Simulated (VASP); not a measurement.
# SiC (Moissanite 3C) in VASP: notebook

SiC (Moissanite 3C) is run at these levels: PBE; tasks: single point.

Program: VASP 6.6.1. These are calculated values, not measurements. Logs are shortened: lines on timing, memory, paths and dates and some standing lists are left out, and cuts for length are marked.

**1. The cell of the first run**

It takes space group F-43m (No. 216, cubic). The conventional cell has a = 4.358 Å, b = 4.358 Å, c = 4.358 Å, α = 90.00°, β = 90.00°, γ = 90.00°. Si (site symmetry -43m) has 4 C at 1.89 Å within 2.5 Å. Within 2.5 Å of C (site symmetry -43m) lie 4 Si at 1.89 Å.

**2. Single point, PBE**

Contents of INCAR:

```
  PREC = Accurate
  ENCUT = 520
  EDIFF = 1E-7
  ISMEAR = -1
  SIGMA = 0.02
  LREAL = False
  LASPH = True
  NELM = 80
  ALGO = Normal
  ISIF = 2
  LWAVE = False
  LCHARG = False
  GGA = PE
  NBANDS = 11
```

Contents of KPOINTS:

```
Automatic mesh
0
Gamma
  8 8 8
```

Contents of POSCAR:

```
SiC
1.0
    0.0000000000      2.1790000000      2.1790000000
    2.1790000000      0.0000000000      2.1790000000
    2.1790000000      2.1790000000      0.0000000000
Si C
1 1
Direct
    0.0000000000      0.0000000000      0.0000000000
    0.2500000000      0.2500000000      0.2500000000
```

Potentials or basis: VASP PAW PBE potentials, release 64 (Si, C).

The run is started by

```
> cat potpaw_PBE.64/Si/POTCAR potpaw_PBE.64/C/POTCAR > POTCAR
> mpirun -np 1 vasp_std > vasp.out
```

OUTCAR:

```text
PREC = Accurate
   ENCUT = 520
   EDIFF = 1E-7
   ISMEAR = -1
   LREAL = False
   LASPH = True
   NELM = 80
   ISIF = 2
   GGA = PE

 ion  position               nearest neighbor table
   1  0.000  0.000  0.000-   2 1.89   2 1.89   2 1.89   2 1.89
   2  0.250  0.250  0.250-   1 1.89   1 1.89   1 1.89   1 1.89

  LATTYP: Found a face centered cubic cell.
 ALAT       =     4.3580000000

  Lattice vectors:

 A1 = (   0.0000000000,   2.1790000000,   2.1790000000)
 A2 = (   2.1790000000,   0.0000000000,   2.1790000000)
 A3 = (   2.1790000000,   2.1790000000,   0.0000000000)

Analysis of symmetry for initial positions (statically):
=====================================================================
 Subroutine PRICEL returns:
 Original cell was already a primitive cell.

 Routine SETGRP: Setting up the symmetry group for a
 face centered cubic supercell.

 Subroutine GETGRP returns: Found 24 space group operations
 (whereof 24 operations were pure point group operations)
 out of a pool of 48 trial point group operations.

The static configuration has the point symmetry T_d .

Analysis of symmetry for dynamics (positions and initial velocities):
=====================================================================
 Subroutine PRICEL returns:
 Original cell was already a primitive cell.

 Routine SETGRP: Setting up the symmetry group for a
 face centered cubic supercell.

 Subroutine GETGRP returns: Found 24 space group operations
 (whereof 24 operations were pure point group operations)
 out of a pool of 48 trial point group operations.

The dynamic configuration has the point symmetry T_d .

 Subroutine INISYM returns: Found 24 space group operations
 (whereof 24 operations are pure point group operations),
 and found     1 'primitive' translations

----------------------------------------------------------------------------------------

                                     Primitive cell

  volume of cell :      20.6920

  direct lattice vectors                    reciprocal lattice vectors
     0.000000000  2.179000000  2.179000000    -0.229463056  0.229463056  0.229463056
     2.179000000  0.000000000  2.179000000     0.229463056 -0.229463056  0.229463056
     2.179000000  2.179000000  0.000000000     0.229463056  0.229463056 -0.229463056

  length of vectors
     3.081571352  3.081571352  3.081571352     0.397441672  0.397441672  0.397441672

  position of ions in fractional coordinates (direct lattice)
     0.000000000  0.000000000  0.000000000
     0.250000000  0.250000000  0.250000000

  ion indices of the primitive-cell ions
   primitive index   ion index
                 1           1
                 2           2

----------------------------------------------------------------------------------------

 KPOINTS: Automatic mesh

Automatic generation of k-mesh.
 Grid dimensions read from file:
 generate k-points for:    8    8    8

 Generating k-lattice:

  Cartesian coordinates                     Fractional coordinates (reciprocal lattice)
    -0.028682882  0.028682882  0.028682882     0.125000000  0.000000000  0.000000000
     0.028682882 -0.028682882  0.028682882     0.000000000  0.125000000  0.000000000
     0.028682882  0.028682882 -0.028682882     0.000000000  0.000000000  0.125000000

  Length of vectors
     0.049680209  0.049680209  0.049680209

  Shift w.r.t. Gamma in fractional coordinates (k-lattice)
     0.000000000  0.000000000  0.000000000

 Subroutine IBZKPT returns following result:
 ===========================================

 Found     29 irreducible k-points:

 Following reciprocal coordinates:
            Coordinates               Weight
  0.000000  0.000000  0.000000      1.000000
  0.125000  0.000000  0.000000      8.000000
  0.250000  0.000000  0.000000      8.000000
  0.375000  0.000000  0.000000      8.000000
  0.500000  0.000000  0.000000      4.000000
  0.125000  0.125000  0.000000      6.000000
[... 16 lines left out ...]
  0.500000  0.250000  0.125000     48.000000
 -0.375000  0.250000  0.125000     24.000000
 [... further k-points ...]
   k-points           NKPTS =     29   k-points in BZ     NKDIM =     29   number of bands    NBANDS=     11
   number of dos      NEDOS =    301   number of ions     NIONS =      2
   total plane-waves  NPLWV =  13824
   dimension x,y,z NGX =    24 NGY =   24 NGZ =   24
   dimension x,y,z NGXF=    48 NGYF=   48 NGZF=   48
   ions per type =               1   1
   NGX,Y,Z   is equivalent  to a cutoff of  12.95, 12.95, 12.95 a.u.
   NGXF,Y,Z  is equivalent  to a cutoff of  25.90, 25.90, 25.90 a.u.
 SYSTEM =  unknown system
   PREC   = accura    normal or accurate (medium, high low for compatibility)
   ISTART =      0    job   : 0-new  1-cont  2-samecut
   ICHARG =      2    charge: 1-file 2-atom 10-const
   ISPIN  =      1    spin polarized calculation?
   LNONCOLLINEAR =      F non collinear calculations
   LSORBIT =      F    spin-orbit coupling
   LASPH  =      T    aspherical Exc in radial PAW
   ENCUT  =  520.0 eV  38.22 Ry    6.18 a.u.   5.73  5.73  5.73*2*pi/ulx,y,z
   NELM   =     80;   NELMIN=  2; NELMDL= -5     # of ELM steps
   EDIFF  = 0.1E-06   stopping-criterion for ELM
   LREAL  =      F    real-space projection
   EDIFFG = 0.1E-05   stopping-criterion for IOM
   NSW    =      0    number of steps for IOM
   IBRION =     -1    ionic relax: 0-MD 1-quasi-New 2-CG
   NFREE  =      0    steps in history (QN), initial steepest desc. (CG)
   ISIF   =      2    stress and relaxation
   ISYM   =      2    0-nonsym 1-usesym 2-fastsym
   POTIM  = 0.5000    time-step for ionic-motion
   TEBEG  =    0.0;   TEEND  =   0.0 temperature during run
   PSTRESS=    0.0 pullay stress
   NELECT =       8.0000    total number of electrons
   NUPDOWN=      -1.0000    fix difference up-down
   EMIN   =  10.00;   EMAX   =-10.00  energy-range for DOS
   EFERMI =   0.00;   METHOD = LEGACY
   ISMEAR =    -1;   SIGMA  =   0.02  broadening in eV -4-tet -1-fermi 0-gaus
   EFERMI_NEDOS =   21; number of points for ismear=-14 and -15
   IALGO  =     38    algorithm
   IMIX   =      4    mixing-type and parameters
     AMIX     =   0.40;   BMIX     =  1.00
     AMIX_MAG =   1.60;   BMIX_MAG =  1.00
  volume/ion in A,a.u.               =      10.35        69.82
  Fermi-wavevector in a.u.,A,eV,Ry     =   1.192626  2.253736 19.352338  1.422357
  Thomas-Fermi vector in A             =   2.328660
   LORBIT       =      0    0 simple, 1 ext, 2 COOP (PROOUT), +10 PAW based schemes
   GGA     = PE    functional components
   LHFCALC =     F    Hartree Fock is set to
   AEXX    =    0.0000 exact exchange contribution
   IVDW    =     0    specifies the selected vdW correction
   LEPSILON=     F    determine dielectric tensor
   LRPA    =     F    only Hartree local field effects (RPA)
 non-spin polarized calculation
  energy-cutoff  :      520.00
  volume of cell :       20.69
 maximum number of plane-waves:       568
   NGX = 11   NGY = 11   NGZ = 11

 number of electron       8.0000001 magnetization

 Free energy of the ion-electron system (eV)
  ---------------------------------------------------
  ext. energy  EPLUGINS =         0.00000000
  ---------------------------------------------------
  free energy    TOTEN  =       -15.05666465 eV

  energy without entropy =      -15.05666465  energy(sigma->0) =      -15.05666465

 E-fermi :   8.5024     XC(G=0): -11.3559

 val. band max:        8.1079341830   @ k =   0.0000   0.0000   0.0000
 cond. band min:       9.4641289763   @ k =   0.5000   0.5000   0.0000
 fundamental gap:      1.3561947933
 Fermi energy:         8.5024149722

 k-point     1 :       0.0000    0.0000    0.0000
  band No.  band energies     occupation
      1      -7.2958      2.00000
      2       8.1079      2.00000
      3       8.1079      2.00000
      4       8.1079      2.00000
      5      14.3417      0.00000
      6      15.4145      0.00000
      7      15.4145      0.00000
      8      15.4145      0.00000
      9      22.6136      0.00000
     10      22.6136      0.00000
     11      24.5881      0.00000

 k-point     2 :       0.1250    0.0000    0.0000
  band No.  band energies     occupation
      1      -6.9911      2.00000
      2       6.6243      2.00000
      3       7.9070      2.00000
      4       7.9070      2.00000
      5      14.5804      0.00000
      6      15.7661      0.00000
      7      15.7661      0.00000
      8      15.9411      0.00000
      9      21.3948      0.00000
     10      21.3948      0.00000
     11      24.1669      0.00000

 k-point     3 :       0.2500    0.0000    0.0000
  band No.  band energies     occupation
      1      -6.1002      2.00000
      2       3.8164      2.00000
      3       7.5022      2.00000
      4       7.5022      2.00000
      5      14.0973      0.00000
      6      16.0158      0.00000
      7      16.0158      0.00000
      8      17.4607      0.00000
      9      21.2253      0.00000
     10      21.2253      0.00000
     11      23.2489      0.00000

 k-point     4 :       0.3750    0.0000    0.0000
  band No.  band energies     occupation
      1      -4.7459      2.00000
      2       1.0785      2.00000
      3       7.1751      2.00000
      4       7.1751      2.00000
      5      13.6838      0.00000
      6      15.5881      0.00000
      7      15.5881      0.00000
      8      18.1297      0.00000
      9      23.2161      0.00000
     10      23.2161      0.00000
     11      23.6435      0.00000
[... 239 lines left out ...]
 k-point    22 :       0.3750    0.2500    0.1250
  band No.  band energies     occupation
      1      -5.3259      2.00000
      2       3.6240      2.00000
      3       5.2509      2.00000
      4       6.8348      2.00000
      5      13.4737      0.00000
      6      15.7359      0.00000
      7      16.5764      0.00000
      8      18.1776      0.00000
      9      20.3493      0.00000
     10      24.1080      0.00000
     11      27.5303      0.00000

 k-point    23 :       0.5000    0.2500    0.1250
  band No.  band energies     occupation
      1      -4.0251      2.00000
      2       1.5960      2.00000
      3       4.5121      2.00000
      4       6.1864      2.00000
      5      13.4129      0.00000
      6      15.7012      0.00000
      7      17.3071      0.00000
      8      18.5588      0.00000
      9      21.4932      0.00000
     10      24.6045      0.00000
     11      27.4416      0.00000

 k-point    24 :      -0.3750    0.2500    0.1250
  band No.  band energies     occupation
      1      -3.0808      2.00000
      2       0.2814      2.00000
      3       4.4003      2.00000
      4       5.8502      2.00000
      5      13.3557      0.00000
      6      15.3834      0.00000
      7      18.2568      0.00000
      8      19.1086      0.00000
      9      21.5309      0.00000
     10      24.3305      0.00000
     11      27.4351      0.00000

 [... further k-points ...]

------------------------ aborting loop because EDIFF is reached ----------------------------------------

  FORCE on cell =-STRESS in cart. coord.  units (eV):
  Direction    XX          YY          ZZ          XY          YZ          ZX
  --------------------------------------------------------------------------------------
  -------------------------------------------------------------------------------------
  Total        0.4154960      0.4154960      0.4154960     -0.0000000      0.0000000      0.0000000
  in kB       32.1718276     32.1718276     32.1718276     -0.0000000      0.0000000      0.0000000
  external PRESSURE =      32.1718276 kB  Pullay stress =       0.0000000 kB

 VOLUME and BASIS-vectors are now :
 -----------------------------------------------------------------------------
  energy-cutoff  :      520.00
  volume of cell :       20.69
      direct lattice vectors                 reciprocal lattice vectors
     0.000000000  2.179000000  2.179000000    -0.229463056  0.229463056  0.229463056
     2.179000000  0.000000000  2.179000000     0.229463056 -0.229463056  0.229463056
     2.179000000  2.179000000  0.000000000     0.229463056  0.229463056 -0.229463056

 POSITION                                       TOTAL-FORCE (eV/Angst)
 -----------------------------------------------------------------------------------
      0.00000      0.00000      0.00000        -0.000000     -0.000000     -0.000000
      1.08950      1.08950      1.08950         0.000000      0.000000      0.000000
 -----------------------------------------------------------------------------------
    total drift:                                0.000000      0.000000      0.000000

  FREE ENERGIE OF THE ION-ELECTRON SYSTEM (eV)
  ---------------------------------------------------
  free  energy   TOTEN  =       -15.0566646525 eV

  energy  without entropy=      -15.0566646525  energy(sigma->0) =      -15.05666465
```

It took 8.7 s on 1 thread of Intel Xeon 6975P-C, shared host; peak memory 0.13 GiB.

Results:

```
Free energy            : -15.0567 eV
Pressure               : 3.2 GPa
Band gap on the k mesh : 1.36 eV, indirect (least direct gap 4.54 eV)
```

**3. Single point, PBE**

Contents of INCAR:

```
PREC = Accurate ; ENCUT = 520
EDIFF = 1E-6 ; ISMEAR = -1
SIGMA = 0.02 ; LREAL = False
LASPH = True ; NELM = 80
ALGO = Normal ; ISIF = 2
LWAVE = False ; LCHARG = False
GGA = PE ; NBANDS = 11
```

KPOINTS is that of step 2.

Contents of POSCAR:

```
SiC
1.0
    0.0000000000      2.1354200000      2.2688463140
    2.1354200000      0.0000000000      2.2688463140
    2.1354200000      2.1354200000      0.0000000000
Si C
1 1
Direct
    0.0000000000      0.0000000000      0.0000000000
    0.2500000000      0.2500000000      0.2500000000
```

Potentials or basis: VASP PAW PBE potentials, release 64 (Si, C).

The run is started by

```
> cat potpaw_PBE.64/Si/POTCAR potpaw_PBE.64/C/POTCAR > POTCAR
> mpirun -np 1 vasp_std > vasp.out
```

It took 12 s on 1 thread of Intel Xeon 6975P-C, shared host; peak memory 0.14 GiB.

Results (log left out):

```yaml
Free_energy: -15.0125 eV
Pressure: 3.0 GPa
Band_gap_on_the_k_mesh: 1.04 eV, indirect (least direct gap 4.48 eV)
```

Stress tensor (GPa, compression positive):
```
 8.85  0.00  0.00
 0.00  8.85  0.00
 0.00  0.00 -8.79
```

Levels at points of the mesh, in eV from the valence-band top:
| k point | band 1 | band 2 | band 3 | band 4 | band 5 | band 6 | band 7 | band 8 |
| --- | --- | --- | --- | --- | --- | --- | --- | --- |
| (0.00, 0.00, 0.00) | -15.56 | -0.45 | 0.00 | 0.00 | 6.04 | 7.11 | 7.11 | 7.25 |
| (0.50, 0.00, 0.00) | -11.99 | -8.69 | -1.59 | -0.82 | 4.90 | 7.01 | 7.53 | 9.94 |
| (0.50, 0.50, 0.00) | -10.85 | -8.46 | -2.90 | -2.90 | 1.59 | 4.86 | 13.96 | 14.03 |
| (0.50, 0.00, 0.50) | -10.38 | -7.70 | -3.60 | -3.49 | 1.04 | 3.82 | 12.79 | 14.70 |

A k mesh can miss the band edges. A hybrid or GW would open this gap; PBE tends to underestimate it.

(Continued in part 2 of 2.)
